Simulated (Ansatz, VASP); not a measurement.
Two plane-wave programs on AlN

Contents of POSCAR:

```
AlN
1.0
    3.1107606290      0.0000000000      0.0000000000
   -1.5553803145      2.6939977298      0.0000000000
    0.0000000000      0.0000000000      4.9787706144
Al N
2 2
Direct
    0.3333333333      0.6666666667      0.0015708995
    0.6666666667      0.3333333333      0.5015708995
    0.3333333333      0.6666666667      0.3834291005
    0.6666666667      0.3333333333      0.8834291005
```

Contents of INCAR.step1:

```
SYSTEM = AlN
PREC     = Accurate       ! precision mode
ENCUT    = 520            ! plane-wave cutoff, eV
EDIFF    = 1E-5           ! SCF threshold, eV
ISMEAR   = 0              ! smearing method
SIGMA    = 0.05           ! smearing width, eV
LREAL    = .False.        ! projectors in reciprocal space
LASPH    = .True.         ! aspherical terms in the spheres
NELM     = 100            ! most SCF steps
ALGO     = Normal         ! electronic algorithm
ISIF     = 2              ! what is computed and relaxed
LWAVE    = .True.         ! write WAVECAR
GGA      = PE             ! functional
NBANDS   = 16             ! bands
```

File INCAR.step2:

```
SYSTEM = AlN
PREC     = Accurate       ! precision mode
ENCUT    = 520            ! plane-wave cutoff, eV
EDIFF    = 1E-6           ! SCF threshold, eV
ISMEAR   = 0              ! smearing method
SIGMA    = 0.05           ! smearing width, eV
LREAL    = .False.        ! projectors in reciprocal space
LASPH    = .True.         ! aspherical terms in the spheres
NELM     = 100            ! most SCF steps
ALGO     = Normal         ! electronic algorithm
ISIF     = 2              ! what is computed and relaxed
LWAVE    = .False.        ! write WAVECAR
LCHARG   = .True.         ! write CHGCAR
GGA      = PE             ! functional
LHFCALC  = .True.         ! exact exchange
AEXX     = 0.25           ! exact-exchange fraction
PRECFOCK = Normal       
IVDW     = 13             ! dispersion correction
LELF     = .True.         ! ELF
LVHAR    = .True.       
ISTART   = 1            
NBANDS   = 16             ! bands
```

File KPOINTS:

```
regular mesh
0
Gamma
  6 6 4
  0 0 0
```

Input for Ansatz:

```yaml
crystal:
  lattice:
    - [3.110760629, 0.0, 0.0]
    - [-1.5553803145, 2.6939977298, 0.0]
    - [0.0, 0.0, 4.9787706144]
  atoms:
    - { symbol: Al, position: [0.3333333333, 0.6666666667, 0.0015708995] }
    - { symbol: Al, position: [0.6666666667, 0.3333333333, 0.5015708995] }
    - { symbol: "N", position: [0.3333333333, 0.6666666667, 0.3834291005] }
    - { symbol: "N", position: [0.6666666667, 0.3333333333, 0.8834291005] }
basis:
  ecutwfc: 420
  ecutrho_ratio: 4
kpoints:
  mp_grid: { grid: [6, 6, 4] }
hamiltonian:
  xc: pbe0
  dispersion: d4
scf:
  occupations: { method: gaussian, width: 0.05 }
  n_extra_bands: 11
output:
  forces: true
  stress: true
  eigenvalues: true
  populations: true
  dos: { projected: true, de: 0.02 }
```

Alike in both runs: task single point; functional PBE0; dispersion D4; k mesh 6 × 6 × 4; occupations gaussian, width 0.05 eV; no spin polarisation.

|  | VASP | Ansatz |
| --- | --- | --- |
| version | VASP 6.6.1 | Ansatz 0.2.0 |
| potentials or method | VASP PAW PBE potentials, release 64 (Al, N), cutoff 520 eV | scalar-relativistic, plane waves, PAW |
| valence electrons in the cell | 16 | 16 |

VASP gave:

* gap on the k mesh at the Fermi level (eV): 6.30
* least direct gap on the mesh (eV): 6.30
* pressure (GPa): -5.8
* traceless stress, the component that is largest in VASP (GPa): 0.18
* rms of the force components (eV/Å): 0.002

Question: Which values does Ansatz return?

Answer: gap on the k mesh at the Fermi level (eV): 6.29; least direct gap on the mesh (eV): 6.29; pressure (GPa): -5.7; traceless stress, the component that is largest in VASP (GPa): 0.10; rms of the force components (eV/Å): 0.004.

Atom by atom the forces differ by 0.001 eV/Å (rms over components). Ansatz's warnings: stress exchange threshold loose, stress scf threshold loose.
